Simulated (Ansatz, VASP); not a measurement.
Al3Ru in VASP and in Ansatz

```
Al Ru
1.0
     2.73790    0.00000    0.00000
    -1.36895    2.37109    0.00000
     0.00000    0.00000   10.48129
Al Ru
3 1
Direct
  0.00000 0.00000 0.23836
  0.00000 0.00000 0.76164
  0.00000 0.00000 0.50000
  0.00000 0.00000 0.00000
```

Alike in both runs: functional PBE; k mesh 6 × 6 × 4; occupations gaussian, width 0.1 eV; no spin polarisation.

Ansatz relaxed the structure, and its values are those at the end. VASP's run is a single point on that final structure, the one shown.

|  | VASP | Ansatz |
| --- | --- | --- |
| version | VASP 6.6.1 | Ansatz 0.2.0 |
| potentials or method | VASP PAW PBE potentials, release 64 (Al, Ru_pv), cutoff 520 eV | scalar-relativistic, plane waves, PAW |
| valence electrons in the cell | 23 | 25 |

```tsv
	VASP	Ansatz	Ansatz less VASP
gap on the k mesh at the Fermi level (eV)	none	none	-
pressure (GPa)	0.1	0.2	+0.04
```

A gap of «none» marks a metal or a gap that the smearing closes. VASP's potentials hold 23 valence electrons a cell and Ansatz's 25, so a difference there can come from the potentials and not from the codes.

The k mesh is coarse, so the values compare programs but aren't converged.
